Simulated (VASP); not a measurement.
## BN: single point with PBE

BN:

```
N B
1.0
     0.00000    1.81233    1.81233
     1.81233    0.00000    1.81233
     1.81233    1.81233    0.00000
N B
1 1
Direct
  0.25000 0.25000 0.25000
  0.00000 0.00000 0.00000
```

```yaml
Program: VASP 6.6.1
Task: single point
Functional: PBE
Potentials_or_basis: VASP PAW PBE potentials, release 64 (N, B)
Cutoff: 520 eV
k_mesh: 13 × 13 × 13
Occupations: fermi-dirac, width 0.05 eV
Spin: no spin polarisation
```

- Pressure: 0.3 GPa
- Band gap on the k mesh: 4.52 eV, indirect (least direct gap 8.78 eV)

Levels at points of the mesh, in eV from the valence-band top:
| k point | band 1 | band 2 | band 3 | band 4 | band 5 | band 6 | band 7 | band 8 |
| --- | --- | --- | --- | --- | --- | --- | --- | --- |
| (0.00, 0.00, 0.00) | -20.14 | 0.00 | 0.00 | 0.00 | 8.78 | 8.78 | 8.78 | 10.22 |

It took 7.3 s on 1 thread of AMD EPYC 7R13 Processor (Zen 3), with other jobs on the host, peak memory 0.09 GiB.

A k mesh can miss the band edges.
